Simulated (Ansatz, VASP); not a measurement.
MoS2 in VASP and in Ansatz

```
Mo S
1.0
     3.14146    0.00000    0.00000
    -1.57073    2.72059    0.00000
     0.00000    0.00000   12.57252
Mo S
2 4
Direct
  0.33333 0.66667 0.25000
  0.66667 0.33333 0.75000
  0.33333 0.66667 0.62600
  0.66667 0.33333 0.12600
  0.33333 0.66667 0.87400
  0.66667 0.33333 0.37400
```

Alike in both runs: functional PBEsol; k mesh 10 × 10 × 4; occupations fermi-dirac, width 0.08 eV; no spin polarisation.

Ansatz relaxed the structure, and its values are those at the end. VASP's run is a single point on that final structure, the one shown.

|  | VASP | Ansatz |
| --- | --- | --- |
| version | VASP 6.6.1 | Ansatz 0.2.0 |
| potentials or method | VASP PAW PBE potentials, release 64 (Mo_sv, S) | PAW with Ansatz's default frozen-core files, scalar-relativistic |
| plane-wave cutoff (eV) | 520 | 420 |
| valence electrons in the cell | 52 | 52 |

|  | VASP | Ansatz | Ansatz less VASP |
| --- | --- | --- | --- |
| pressure (GPa) | 0.0 | 0.0 | +0.03 |

VASP's potentials were made for PBE, not for PBEsol. The functional is the same, so the differences come from potentials, cutoffs and numerics.
